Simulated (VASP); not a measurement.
Here is a VASP 6.6.1 calculation.

The input INCAR:

```
PREC     = Accurate       # precision mode
ENCUT    = 600            # plane-wave cutoff, eV
EDIFF    = 1E-7           # SCF threshold, eV
ISMEAR   = -1             # smearing method
SIGMA    = 0.1            # smearing width, eV
LREAL    = F              # projectors in reciprocal space
LASPH    = T              # aspherical terms in the spheres
NELM     = 80             # most SCF steps
ALGO     = Normal         # electronic algorithm
ISIF     = 3              # what is computed and relaxed
LWAVE    = F              # write WAVECAR
LCHARG   = F              # write CHGCAR
GGA      = PS             # functional
IVDW     = 13             # dispersion correction
IBRION   = 2              # ionic algorithm
NSW      = 80             # ionic steps
EDIFFG   = -0.03          # ionic threshold
```

The input KPOINTS:

```
regular mesh
0
Gamma
  9 9 5
```

The input POSCAR:

```
Hf
1.0
    3.1600000000      0.0000000000      0.0000000000
   -1.5800000000      2.7366402760      0.0000000000
    0.0000000000      0.0000000000      5.1602800000
Hf
2
Direct
    0.3333333333      0.6666666667      0.2500000000
    0.6666666667      0.3333333333      0.7500000000
```

Potentials or basis: VASP PAW PBE potentials, release 64 (Hf_pv).

Command:

```sh
$ cat potpaw_PBE.64/Hf_pv/POTCAR > POTCAR
$ mpirun -np 1 vasp_std > vasp.out
```

**Question.** What does it give for the relaxed volume?

**Answer.** 21.32 Å³/atom.

**Question.** What does it give for the dispersion energy per atom?

**Answer.** -0.128 eV.

The path:
```tsv
step	energy change (eV)	largest force (eV/Å)	pressure (GPa)	volume (Å³)
1	0.0000	0.0000	-4.79	44.62
2	0.0056	0.0000	6.92	40.44
3	-0.0376	0.0000	0.35	42.54
4	-0.0376	0.0000	0.47	42.50
5	-0.0411	0.0000	0.21	42.62
6	-0.0412	0.0000	0.17	42.64
```

Caveat: the PAW data sets were made with another functional, which shifts forces and pressure a little.
